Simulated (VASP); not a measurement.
A run of VASP 6.6.1:

INCAR

```
ALGO = Normal
EDIFF = 1E-6
ENCUT = 600
GGA = CA
GGA_COMPAT = F
ISIF = 2
ISMEAR = 0
LASPH = T
LCHARG = F
LREAL = F
LWAVE = F
NBANDS = 11
NELM = 120
PREC = Accurate
SIGMA = 0.01
```

File KPOINTS:

```
k-points
0
Gamma
  10 10 10
```

File POSCAR:

```
AlN
1.0
    0.0000000000      2.0292193185      2.0292193185
    2.0292193185      0.0000000000      2.0292193185
    2.0292193185      2.0292193185      0.0000000000
Al N
1 1
Direct
    0.0000000000      0.0000000000      0.0000000000
    0.5000000000      0.5000000000      0.5000000000
```

Potentials or basis: VASP PAW LDA potentials, release 64 (Al, N).

Launch:

```sh
$ cat potpaw_LDA.64/Al/POTCAR potpaw_LDA.64/N/POTCAR > POTCAR
$ mpirun -np 1 vasp_std > vasp.out
```

Hardware: 1 thread of Intel(R) Xeon(R) 6975P-C (Granite Rapids), on a shared host.

Q: How long does it take, and how much memory?

A: It took 3.4 s on 1 thread of Intel(R) Xeon(R) 6975P-C (Granite Rapids) (shared host), peak memory 0.12 GiB. Counts: scf iterations 11, k points 47.
